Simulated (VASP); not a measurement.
A run of VASP 6.6.1 is set up as follows.

The input INCAR:

```
SYSTEM = Si
  ALGO = Normal
  EDIFF = 1E-6
  EDIFFG = -0.03
  ENCUT = 520
  GGA = PE
  IBRION = 2
  ISIF = 2
  ISMEAR = 0
  LASPH = .TRUE.
  LCHARG = .FALSE.
  LREAL = Auto
  LWAVE = .FALSE.
  NELM = 100
  NSW = 80
  PREC = Accurate
  SIGMA = 0.05
```

File KPOINTS:

```
k-points
0
G
  2 2 2
  0 0 0
```

File POSCAR:

```
Si
1.0
    0.0000000000      5.4300000000      5.4300000000
    5.4300000000      0.0000000000      5.4300000000
    5.4300000000      5.4300000000      0.0000000000
Si
17
Direct
    0.0000000000      0.0000000000      0.0000000000
    0.1250000000      0.1250000000      0.1250000000
    0.0000000000      0.0000000000      0.5000000000
    0.1250000000      0.1250000000      0.6250000000
    0.0000000000      0.5000000000      0.0000000000
    0.1250000000      0.6250000000      0.1250000000
    0.0000000000      0.5000000000      0.5000000000
    0.1250000000      0.6250000000      0.6250000000
    0.5000000000      0.0000000000      0.0000000000
    0.6250000000      0.1250000000      0.1250000000
    0.5000000000      0.0000000000      0.5000000000
    0.6250000000      0.1250000000      0.6250000000
    0.5000000000      0.5000000000      0.0000000000
    0.6250000000      0.6250000000      0.1250000000
    0.5000000000      0.5000000000      0.5000000000
    0.6250000000      0.6250000000      0.6250000000
    0.0548443000      0.3110724000      0.8111051000
```

Potentials or basis: VASP PAW PBE potentials, release 64 (Si).

The run is started by

```bash
$ cat potpaw_PBE.64/Si/POTCAR > POTCAR
$ mpirun -np 1 vasp_std > vasp.out
```

(1) Estimate the energy gained by relaxing.

(2) Estimate the band gap on the k mesh.

Results:

(1) 57.6 meV/atom.

(2) 0.03 eV.

Caveat: the k points lie up to 0.50 Å⁻¹ apart; semilocal functionals underestimate gaps, and a narrow one can read as zero.
